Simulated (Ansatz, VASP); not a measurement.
**Rb2Ir in VASP and in Ansatz**

INCAR

```
ALGO = Fast ; EDIFF = 1E-6
EDIFFG = -0.01 ; ENCUT = 600
GGA = PE ; IBRION = 2
ISIF = 3 ; ISMEAR = 0
LASPH = T ; LCHARG = F
LREAL = F ; LWAVE = F
NELM = 100 ; NSW = 100
PREC = Accurate ; SIGMA = 0.1
```

File KPOINTS:

```
k-points
0
Gamma
  10 10 10
```

POSCAR

```
Rb2Ir
1.0
    0.0000000000      3.9913621780      3.9913621780
    3.9913621780      0.0000000000      3.9913621780
    3.9913621780      3.9913621780      0.0000000000
Rb Ir
2 1
Direct
    0.2500000000      0.2500000000      0.2500000000
    0.7500000000      0.7500000000      0.7500000000
    0.0000000000      0.0000000000      0.0000000000
```

Input for Ansatz:

```yaml
crystal:
  lattice:
    - [0.0, 3.991362178, 3.991362178]
    - [3.991362178, 0.0, 3.991362178]
    - [3.991362178, 3.991362178, 0.0]
  atoms:
    - { symbol: Rb, position: [0.25, 0.25, 0.25] }
    - { symbol: Rb, position: [0.75, 0.75, 0.75] }
    - { symbol: Ir, position: [0.0, 0.0, 0.0] }
basis:
  ecutwfc: 420
kpoints:
  mp_grid: { grid: [10, 10, 10] }
hamiltonian:
  xc: pbe
scf:
  occupations: { method: gaussian, width: 0.1 }
output:
  forces: true
  stress: true
  eigenvalues: true
relax:
  adjacent_minimum: "off"
  f_tol: 0.01
  max_steps: 80
  cell: { stress_tol: 0.05 }
```

Alike in both runs: task relaxation of cell and atoms; functional PBE; k mesh 10 × 10 × 10; occupations gaussian, width 0.1 eV; no spin polarisation.

```csv
,VASP,Ansatz
version,VASP 6.6.1,Ansatz 0.2.0
potentials or method,"VASP PAW PBE potentials, release 64 (Rb_sv, Ir), cutoff 600 eV","scalar-relativistic, plane waves, PAW"
valence electrons in the cell,27,35
```

```tsv
	VASP	Ansatz	Ansatz less VASP
gap on the k mesh at the Fermi level, each at its own relaxed structure (eV)	none	none	-
relaxed volume (Å³/atom)	43.79	43.66	-0.128
relaxed cell length with the largest relative difference (Å)	5.706	5.701	-0.0056
```

A gap of «none» marks a metal or a gap that the smearing closes. VASP's potentials hold 27 valence electrons a cell and Ansatz's 35, so a difference there can come from the potentials and not from the codes.

Neither program's run includes spin-orbit coupling.
